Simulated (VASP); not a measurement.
Wanted: the native input for a VASP 6.6.1 run.

```yaml
Task: single point
Functional: PBE
Potentials_or_basis: VASP PAW PBE potentials, release 64 (Pt, Se)
Cutoff: 520 eV
k_mesh: 12 × 12 × 10
Occupations: gaussian, width 0.15 eV
Spin: no spin polarisation
Dipole_correction: no
Further_INCAR_settings: ALGO = Normal; EDIFF = 1e-06; NBANDS = 18
```

The structure of PtSe2 lies in POSCAR:

```
PtSe2
1.0
    3.7240006046      0.0000000000      0.0000000000
   -1.8620003023      3.2250791273      0.0000000000
    0.0000000000      0.0000000000      5.0620000000
Pt Se
1 2
Direct
    0.0133609205      0.0066804602     -0.0050103452
    0.3333333333      0.6666666667      0.2500000000
    0.6666666667      0.3333333333      0.7500000000
```

This cell differs from its parent crystal: all Pt atoms moved -0.050 Å, as atom 1 towards its neighbour atom 2 (Se) at 2.495 Å.

The input as run:

INCAR

```
SYSTEM = PtSe2
PREC = Accurate
ENCUT = 520
EDIFF = 1E-6
ISMEAR = 0
SIGMA = 0.15
LREAL = .FALSE.
LASPH = .TRUE.
NELM = 60
ALGO = Normal
ISIF = 2
LWAVE = .FALSE.
LCHARG = .FALSE.
GGA = PE
NBANDS = 18
```

KPOINTS

```
regular mesh
0
G
  12 12 10
  0 0 0
```

Potentials or basis: VASP PAW PBE potentials, release 64 (Pt, Se).

Run with:

```console
$ cat potpaw_PBE.64/Pt/POTCAR potpaw_PBE.64/Se/POTCAR > POTCAR
$ mpirun -np 1 vasp_std > vasp.out
```

It gave:

```
Pressure               : 7.5 GPa
Largest force          : 0.897 eV/Å
Band gap on the k mesh : zero (bands 11 and 12 overlap by 0.40 eV)
```

Caveat: the cell differs from its parent crystal (all Pt atoms moved -0.050 Å, as atom 1 towards its neighbour atom 2 (Se) at 2.495 Å); the cell stands under pressure; spin-orbit coupling is left out, which moves the levels of the heavy elements.

It took 4.4 min on 1 thread of AMD EPYC 7R13, with other jobs on the host, peak memory 0.5 GiB.
